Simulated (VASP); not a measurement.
# BeCo (Pm-3m) in VASP: a series of runs

The runs below take BeCo through single point, with LDA.

Everything below comes from runs of VASP 6.6.1. Logs are shortened: lines on timing, memory, paths and dates and some standing lists are left out, and cuts for length are marked.

### Step 1. The cell of the first run

The structure is cubic, space group Pm-3m (No. 221). The conventional cell has a = 2.606 Å, b = 2.606 Å, c = 2.606 Å, α = 90.00°, β = 90.00°, γ = 90.00°. Be (site symmetry m-3m) has 8 Co at 2.26 Å and 6 Be at 2.61 Å within 3.0 Å. Within 3.0 Å of Co (site symmetry m-3m) lie 8 Be at 2.26 Å and 6 Co at 2.61 Å.

### Step 2. Single point, LDA, collinear spin, zero start

Input file INCAR:

```
SYSTEM = BeCo
PREC = Accurate
ENCUT = 520
EDIFF = 1E-6
ISMEAR = -1
SIGMA = 0.15
LREAL = .False.
LASPH = .True.
NELM = 150
ALGO = Normal
ISIF = 2
LWAVE = .False.
LCHARG = .False.
ISPIN = 2
MAGMOM = 0 0
LORBIT = 11
NUPDOWN = 0.0
LMAXMIX = 4
NBANDS = 16
```

Input file KPOINTS:

```
Automatic mesh
0
Gamma
  8 8 8
  0 0 0
```

Input file POSCAR:

```
BeCo
1.0
    2.6060000000      0.0000000000      0.0000000000
    0.0000000000      2.6060000000      0.0000000000
    0.0000000000      0.0000000000      2.6060000000
Be Co
1 1
Direct
    0.0000000000      0.0000000000      0.0000000000
    0.5000000000      0.5000000000      0.5000000000
```

Potentials or basis: VASP PAW LDA potentials, release 64 (Be, Co).

Run with:

```
cat potpaw_LDA.64/Be/POTCAR potpaw_LDA.64/Co/POTCAR > POTCAR
mpirun -np 1 vasp_std > vasp.out
```

OUTCAR:

```text
SYSTEM = BeCo
   PREC = Accurate
   ENCUT = 520
   EDIFF = 1E-6
   ISMEAR = -1
   LREAL = .False.
   LASPH = .True.
   NELM = 150
   ISIF = 2
   ISPIN = 2
   LORBIT = 11
   NUPDOWN = 0.0

 ion  position               nearest neighbor table
   1  0.000  0.000  0.000-   2 2.26   2 2.26   2 2.26   2 2.26   2 2.26   2 2.26   2 2.26   2 2.26

   2  0.500  0.500  0.500-   1 2.26   1 2.26   1 2.26   1 2.26   1 2.26   1 2.26   1 2.26   1 2.26

  LATTYP: Found a simple cubic cell.
 ALAT       =     2.6060000000

  Lattice vectors:

 A1 = (   2.6060000000,   0.0000000000,   0.0000000000)
 A2 = (   0.0000000000,   2.6060000000,   0.0000000000)
 A3 = (   0.0000000000,   0.0000000000,   2.6060000000)

Analysis of symmetry for initial positions (statically):
=====================================================================
 Subroutine PRICEL returns:
 Original cell was already a primitive cell.

 Routine SETGRP: Setting up the symmetry group for a
 simple cubic supercell.

 Subroutine GETGRP returns: Found 48 space group operations
 (whereof 48 operations were pure point group operations)
 out of a pool of 48 trial point group operations.

The static configuration has the point symmetry O_h .

Analysis of symmetry for dynamics (positions and initial velocities):
=====================================================================
 Subroutine PRICEL returns:
 Original cell was already a primitive cell.

 Routine SETGRP: Setting up the symmetry group for a
 simple cubic supercell.

 Subroutine GETGRP returns: Found 48 space group operations
 (whereof 48 operations were pure point group operations)
 out of a pool of 48 trial point group operations.

The dynamic configuration has the point symmetry O_h .

Analysis of structural, dynamic, and magnetic symmetry:
=====================================================================
 Subroutine PRICEL returns:
 Original cell was already a primitive cell.

 Routine SETGRP: Setting up the symmetry group for a
 simple cubic supercell.

 Subroutine GETGRP returns: Found 48 space group operations
 (whereof 48 operations were pure point group operations)
 out of a pool of 48 trial point group operations.

The overall configuration has the point symmetry O_h .

 Subroutine INISYM returns: Found 48 space group operations
 (whereof 48 operations are pure point group operations),
 and found     1 'primitive' translations

----------------------------------------------------------------------------------------

                                     Primitive cell
[... 112 lines left out ...]
  volume/ion in A,a.u.               =       8.85        59.72
  Fermi-wavevector in a.u.,A,eV,Ry     =   1.397112  2.640159 26.557522  1.951923
  Thomas-Fermi vector in A             =   2.520400
   LORBIT       =     11    0 simple, 1 ext, 2 COOP (PROOUT), +10 PAW based schemes
   GGA     = CA    functional components
   LHFCALC =     F    Hartree Fock is set to
   AEXX    =    0.0000 exact exchange contribution
   IVDW    =     0    specifies the selected vdW correction
   LEPSILON=     F    determine dielectric tensor
   LRPA    =     F    only Hartree local field effects (RPA)
 spin polarized calculation
  energy-cutoff  :      520.00
  volume of cell :       17.70
 maximum number of plane-waves:       488
 NGX is ok and might be reduce to    20
   NGX =  9   NGY =  9   NGZ =  9

 number of electron      10.9999998 magnetization      -0.0000000

 number of electron      10.9999998 magnetization       0.0000000

 Free energy of the ion-electron system (eV)
  ---------------------------------------------------
  ext. energy  EPLUGINS =         0.00000000
  ---------------------------------------------------
  free energy    TOTEN  =       -13.07446625 eV

  energy without entropy =      -12.91910945  energy(sigma->0) =      -12.99678785

 E-fermi :   8.5091     XC(G=0): -12.6961

 val. band max:        8.5066713702   @ k =   0.5000   0.3750   0.2500
 cond. band min:       8.5242710319   @ k =   0.2500   0.0000   0.0000
 fundamental gap:      0.0175996617
 Fermi energy:         8.5091207873

 spin component 1

 k-point     1 :       0.0000    0.0000    0.0000
  band No.  band energies     occupation
      1      -0.9107      1.00000
      2       5.8397      1.00000
      3       5.8397      1.00000
      4       8.4751      0.55646
      5       8.4751      0.55646
      6       8.4751      0.55646
[... 435 lines left out ...]
      5       8.1808      0.89927
      6       8.8347      0.10244
[... 8 lines left out ...]
     15      36.8376      0.00000
     16      37.0652      0.00000

 [... further k-points ...]

 spin component 2

 k-point     1 :       0.0000    0.0000    0.0000
  band No.  band energies     occupation
      1      -0.9107      1.00000
      2       5.8397      1.00000
      3       5.8397      1.00000
      4       8.4751      0.55646
      5       8.4751      0.55646
      6       8.4751      0.55646
[... 435 lines left out ...]
      5       8.1808      0.89927
      6       8.8347      0.10244
[... 8 lines left out ...]
     15      36.8376      0.00000
     16      37.0652      0.00000

 [... further k-points ...]
[... 5 lines left out ...]
  --------------------------------------------------------------------------------------
  -------------------------------------------------------------------------------------
  Total       -1.6065593     -1.6065593     -1.6065593     -0.0000000      0.0000000      0.0000000
  in kB     -145.4400843   -145.4400843   -145.4400843     -0.0000000      0.0000000      0.0000000
  external PRESSURE =    -145.4400843 kB  Pullay stress =       0.0000000 kB

 VOLUME and BASIS-vectors are now :
 -----------------------------------------------------------------------------
  energy-cutoff  :      520.00
  volume of cell :       17.70
      direct lattice vectors                 reciprocal lattice vectors
     2.606000000  0.000000000  0.000000000     0.383729854  0.000000000  0.000000000
     0.000000000  2.606000000  0.000000000     0.000000000  0.383729854  0.000000000
     0.000000000  0.000000000  2.606000000     0.000000000  0.000000000  0.383729854

 POSITION                                       TOTAL-FORCE (eV/Angst)
 -----------------------------------------------------------------------------------
      0.00000      0.00000      0.00000         0.000000      0.000000      0.000000
      1.30300      1.30300      1.30300         0.000000      0.000000      0.000000
 -----------------------------------------------------------------------------------
    total drift:                               -0.000000      0.000000     -0.000000

  FREE ENERGIE OF THE ION-ELECTRON SYSTEM (eV)
  ---------------------------------------------------
  free  energy   TOTEN  =       -13.0744662480 eV

  energy  without entropy=      -12.9191094547  energy(sigma->0) =      -12.99678785

 total charge

# of ion       s       p       d       tot
------------------------------------------
    1        0.448   0.707   0.000   1.154
    2        0.477   0.555   7.440   8.472
--------------------------------------------------
tot          0.925   1.262   7.440   9.627

 magnetization (x)

# of ion       s       p       d       tot
------------------------------------------
    1       -0.000  -0.000   0.000  -0.000
    2       -0.000   0.000  -0.000  -0.000
--------------------------------------------------
tot         -0.000  -0.000  -0.000  -0.000
```

Wall time 16 s (1 thread of Intel Xeon 6975P-C, shared host); peak memory 0.13 GiB.

What came out:

```yaml
Free_energy: -13.0745 eV
Pressure: -14.5 GPa
Net_moment: 0.00 μB per cell
Valence_electrons_inside_the_program's_atomic_spheres: Be 1.15; Co 8.47
```

Caveat: the total moment is fixed, so each spin has its own Fermi level.

### Step 3. Single point, LDA, collinear spin, ferrimagnetic start

Input file INCAR:

```
SYSTEM = BeCo
ALGO = Normal
EDIFF = 1E-6
ENCUT = 520
ISIF = 2
ISMEAR = -1
ISPIN = 2
LASPH = .True.
LCHARG = .False.
LMAXMIX = 4
LORBIT = 11
LREAL = .False.
LWAVE = .False.
MAGMOM = -0.02 0.66
NBANDS = 16
NELM = 150
NUPDOWN = 0.6
PREC = Accurate
SIGMA = 0.15
```

Input file KPOINTS:

```
k-points
0
Gamma
  8 8 8
  0 0 0
```

POSCAR is that of step 2.

Potentials or basis: VASP PAW LDA potentials, release 64 (Be, Co).

Run with:

```
cat potpaw_LDA.64/Be/POTCAR potpaw_LDA.64/Co/POTCAR > POTCAR
mpirun -np 1 vasp_std > vasp.out
```

OUTCAR:

```text
SYSTEM = BeCo
   EDIFF = 1E-6
   ENCUT = 520
   ISIF = 2
   ISMEAR = -1
   ISPIN = 2
   LASPH = .True.
   LORBIT = 11
   LREAL = .False.
   NELM = 150
   NUPDOWN = 0.6
   PREC = Accurate

 ion  position               nearest neighbor table
   1  0.000  0.000  0.000-   2 2.26   2 2.26   2 2.26   2 2.26   2 2.26   2 2.26   2 2.26   2 2.26

   2  0.500  0.500  0.500-   1 2.26   1 2.26   1 2.26   1 2.26   1 2.26   1 2.26   1 2.26   1 2.26

  LATTYP: Found a simple cubic cell.
 ALAT       =     2.6060000000

  Lattice vectors:

 A1 = (   2.6060000000,   0.0000000000,   0.0000000000)
 A2 = (   0.0000000000,   2.6060000000,   0.0000000000)
 A3 = (   0.0000000000,   0.0000000000,   2.6060000000)
[... 1127 lines left out ...]
 -----------------------------------------------------------------------------
  energy-cutoff  :      520.00
  volume of cell :       17.70
      direct lattice vectors                 reciprocal lattice vectors
     2.606000000  0.000000000  0.000000000     0.383729854  0.000000000  0.000000000
     0.000000000  2.606000000  0.000000000     0.000000000  0.383729854  0.000000000
     0.000000000  0.000000000  2.606000000     0.000000000  0.000000000  0.383729854

 POSITION                                       TOTAL-FORCE (eV/Angst)
 -----------------------------------------------------------------------------------
      0.00000      0.00000      0.00000         0.000000      0.000000      0.000000
      1.30300      1.30300      1.30300         0.000000      0.000000      0.000000
 -----------------------------------------------------------------------------------
    total drift:                               -0.000000      0.000000     -0.000000

  FREE ENERGIE OF THE ION-ELECTRON SYSTEM (eV)
  ---------------------------------------------------
  free  energy   TOTEN  =       -13.0542724715 eV

  energy  without entropy=      -12.9180900731  energy(sigma->0) =      -12.98618127

 total charge

# of ion       s       p       d       tot
------------------------------------------
    1        0.447   0.709   0.000   1.156
    2        0.479   0.563   7.426   8.467
--------------------------------------------------
tot          0.926   1.272   7.426   9.624

 magnetization (x)

# of ion       s       p       d       tot
------------------------------------------
    1       -0.005  -0.014   0.000  -0.019
    2        0.002   0.010   0.599   0.611
--------------------------------------------------
tot         -0.003  -0.004   0.599   0.592
```

OSZICAR:

```text
N       E                     dE             d eps       ncg     rms          rms(c)
DAV:   1     0.289281573114E+02    0.28928E+02   -0.51344E+03  2344   0.811E+02
DAV:   2    -0.143545013417E+02   -0.43283E+02   -0.39196E+02  2568   0.151E+02
DAV:   3    -0.158537681910E+02   -0.14993E+01   -0.14860E+01  2680   0.300E+01
DAV:   4    -0.158669042530E+02   -0.13136E-01   -0.13134E-01  2896   0.252E+00
DAV:   5    -0.158672494723E+02   -0.34522E-03   -0.34521E-03  2760   0.413E-01    0.148E+01
DAV:   6    -0.174819051097E+02   -0.16147E+01   -0.70572E+01  2952   0.870E+01    0.186E+01
DAV:   7    -0.130995096668E+02    0.43824E+01   -0.32716E+01  2912   0.497E+01    0.264E+00
DAV:   8    -0.130713679317E+02    0.28142E-01   -0.15785E-01  2528   0.257E+00    0.148E+00
DAV:   9    -0.130623342287E+02    0.90337E-02   -0.83558E-03  3440   0.613E-01    0.112E+00
DAV:  10    -0.130543762850E+02    0.79579E-02   -0.17677E-02  3448   0.873E-01    0.292E-01
DAV:  11    -0.130542741086E+02    0.10218E-03   -0.17705E-04  2752   0.995E-02    0.964E-02
DAV:  12    -0.130542716516E+02    0.24569E-05   -0.12450E-05  2968   0.352E-02    0.417E-02
DAV:  13    -0.130542724715E+02   -0.81985E-06   -0.17200E-06  1992   0.134E-02
   1 F= -.13054272E+02 E0= -.12986181E+02  d E =-.136182E+00  mag=     0.6000
```

It took 16 s on 1 thread of Intel Xeon 6975P-C, shared host; peak memory 0.13 GiB.

Results:

```yaml
Free_energy: -13.0543 eV
Pressure: -13.5 GPa
Net_moment: 0.60 μB per cell
Site_moments: Be -0.02; Co +0.61 μB
Valence_electrons_inside_the_program's_atomic_spheres: Be 1.16; Co 8.47
```

Caveat: the total moment is fixed, so each spin has its own Fermi level.

(Continued in part 2 of 2.)
